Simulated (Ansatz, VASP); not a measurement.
AlN: VASP beside Ansatz

File POSCAR:

```
AlN
1.0
    2.1839935596     -2.1839935596      0.0000000000
    2.1839935596      0.0000000000     -2.1839935596
    9.8279710182      8.1899758485      8.1899758485
Al N
6 6
Direct
    0.6510500000      0.6510500000      0.0624666667
   -0.2239500000     -0.2239500000      0.8958000000
    0.2760500000      0.2760500000      0.2291333333
    0.5260500000      0.5260500000      0.5624666667
   -0.0989500000     -0.0989500000      0.3958000000
    0.1510500000      0.1510500000      0.7291333333
    0.5573000000      0.5573000000      0.4374666667
    0.9323000000      0.9323000000      0.2708000000
    0.1823000000      0.1823000000      0.6041333333
    0.4323000000      0.4323000000      0.9374666667
   -0.1927000000     -0.1927000000      0.7708000000
    0.3073000000      0.3073000000      0.1041333333
```

File INCAR.step1:

```
SYSTEM = AlN
PREC = Accurate ; ENCUT = 520
ISMEAR = 0 ; SIGMA = 0.05
LREAL = .FALSE. ; LASPH = .TRUE.
NELM = 80 ; NBANDS = 36
GGA = PE ; ALGO = Normal
EDIFF = 1E-4 ; LWAVE = .TRUE.
LCHARG = .FALSE.
```

File INCAR.step2:

```
SYSTEM = AlN
PREC = Accurate ; ENCUT = 520
EDIFF = 1E-7 ; ISMEAR = 0
SIGMA = 0.05 ; LREAL = .FALSE.
LASPH = .TRUE. ; NELM = 80
ALGO = Normal ; ISIF = 2
LWAVE = .FALSE. ; LCHARG = .FALSE.
METAGGA = R2SCAN ; LMIXTAU = .TRUE.
NBANDS = 36 ; ISTART = 1
```

Contents of KPOINTS:

```
Automatic mesh
0
G
  8 8 2
  0 0 0
```

Input for Ansatz:

```yaml
crystal:
  lattice:
    - [2.1839935596, -2.1839935596, 0.0]
    - [2.1839935596, 0.0, -2.1839935596]
    - [9.8279710182, 8.1899758485, 8.1899758485]
  atoms:
    - { symbol: Al, position: [0.65105, 0.65105, 0.0624666667] }
    - { symbol: Al, position: [-0.22395, -0.22395, 0.8958] }
    - { symbol: Al, position: [0.27605, 0.27605, 0.2291333333] }
    - { symbol: Al, position: [0.52605, 0.52605, 0.5624666667] }
    - { symbol: Al, position: [-0.09895, -0.09895, 0.3958] }
    - { symbol: Al, position: [0.15105, 0.15105, 0.7291333333] }
    - { symbol: "N", position: [0.5573, 0.5573, 0.4374666667] }
    - { symbol: "N", position: [0.9323, 0.9323, 0.2708] }
    - { symbol: "N", position: [0.1823, 0.1823, 0.6041333333] }
    - { symbol: "N", position: [0.4323, 0.4323, 0.9374666667] }
    - { symbol: "N", position: [-0.1927, -0.1927, 0.7708] }
    - { symbol: "N", position: [0.3073, 0.3073, 0.1041333333] }
basis:
  ecutwfc: 500
kpoints:
  mp_grid: { grid: [8, 8, 2] }
hamiltonian:
  xc: r2scan
scf:
  occupations: { method: gaussian, width: 0.05 }
output:
  forces: true
  stress: true
  eigenvalues: true
  write_density: true
  write_potential: true
  elf: true
  volumetric_format: npy
```

Alike in both runs: task single point; functional r2SCAN; k mesh 8 × 8 × 2; occupations gaussian, width 0.05 eV; no spin polarisation.

```csv
,VASP,Ansatz
version,VASP 6.6.1,Ansatz 0.2.0
potentials or method,"VASP PAW PBE potentials, release 64 (Al, N), cutoff 520 eV","scalar-relativistic, plane waves, PAW"
valence electrons in the cell,48,48
```

```csv
,VASP,Ansatz,Ansatz less VASP
gap on the k mesh at the Fermi level (eV),3.14,3.15,+0.012
least direct gap on the mesh (eV),3.22,3.23,+0.015
pressure (GPa),-0.3,0.1,+0.38
"traceless stress, the component that is largest in VASP (GPa)",5.82,5.83,+0.005
rms of the force components (eV/Å),0.460,0.461,+0.0010
```

VASP's potentials were made for PBE, not for r2SCAN. Atom by atom the forces differ by 0.005 eV/Å (rms over components).
